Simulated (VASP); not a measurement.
# CuI: single point with r2SCAN

CuI:

```
Cu I
1.0
     4.37554    0.00000    0.00000
    -2.18777    3.78933    0.00000
     0.00000    0.00000    7.25379
Cu I
2 2
Direct
  0.33333 0.66667 0.25000
  0.66667 0.33333 0.75000
  0.66667 0.33333 0.25000
  0.33333 0.66667 0.75000
```

* Program: VASP 6.6.1
* Task: single point
* Functional: r2SCAN
* Potentials or basis: VASP PAW PBE potentials, release 64 (Cu, I)
* Cutoff: 520 eV
* k mesh: 6 × 6 × 4
* Occupations: gaussian, width 0.01 eV
* Spin: no spin polarisation

| Item | Value |
| --- | --- |
| Pressure | -0.1 GPa |
| Band gap on the k mesh | 1.66 eV |

Levels at points of the mesh, in eV from the valence-band top:
```csv
k point,band 16,band 17,band 18,band 19,band 20,band 21
"(0.00, 0.00, 0.00)",-0.24,0.00,0.00,1.66,1.67,5.17
"(0.50, 0.00, 0.00)",-1.35,-1.31,-0.98,2.61,3.42,4.04
"(0.00, 0.00, 0.50)",-0.12,-0.12,-0.12,2.13,2.13,5.41
"(0.50, 0.00, 0.50)",-1.42,-0.89,-0.89,3.07,3.07,3.70
```

Wall time 3.6 min on 1 thread of Intel Xeon 8259CL (shared host), peak memory 0.3 GiB.

Caveat: the PAW data sets were made with another functional, which shifts forces and pressure a little; spin-orbit coupling is left out, which moves the levels of the heavy elements. A k mesh can miss the band edges.
